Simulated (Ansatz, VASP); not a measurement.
One calculation of NaInTe, two programs

```
Na In Te
1.0
     3.39915    0.00000    0.00000
     0.00000    4.85518    0.00000
     0.00000    0.00000    5.23617
Na In Te
1 1 1
Direct
  0.00000 0.00000 0.50000
  0.00000 0.50000 0.00000
  0.00000 0.50000 0.50000
```

Alike in both runs: task single point; functional PBE; k mesh 6 × 4 × 4; occupations gaussian, width 0.1 eV; no spin polarisation.

|  | VASP | Ansatz |
| --- | --- | --- |
| version | VASP 6.6.1 | Ansatz 0.2.0 |
| potentials or method | VASP PAW PBE potentials, release 64 (Na_pv, In_d, Te), cutoff 520 eV | scalar-relativistic, plane waves, PAW |
| valence electrons in the cell | 26 | 38 |

|  | VASP | Ansatz | Ansatz less VASP |
| --- | --- | --- | --- |
| gap on the k mesh at the Fermi level (eV) | none | none | - |
| pressure (GPa) | 18.2 | 18.2 | -0.03 |
| traceless stress, the component that is largest in VASP (GPa) | -17.55 | -17.49 | +0.059 |

A gap of «none» marks a metal or a gap that the smearing closes. The functional is the same, so the differences come from potentials, cutoffs and numerics. VASP's potentials hold 26 valence electrons a cell and Ansatz's 38, so a difference there can come from the potentials and not from the codes.

Neither program's run includes spin-orbit coupling.
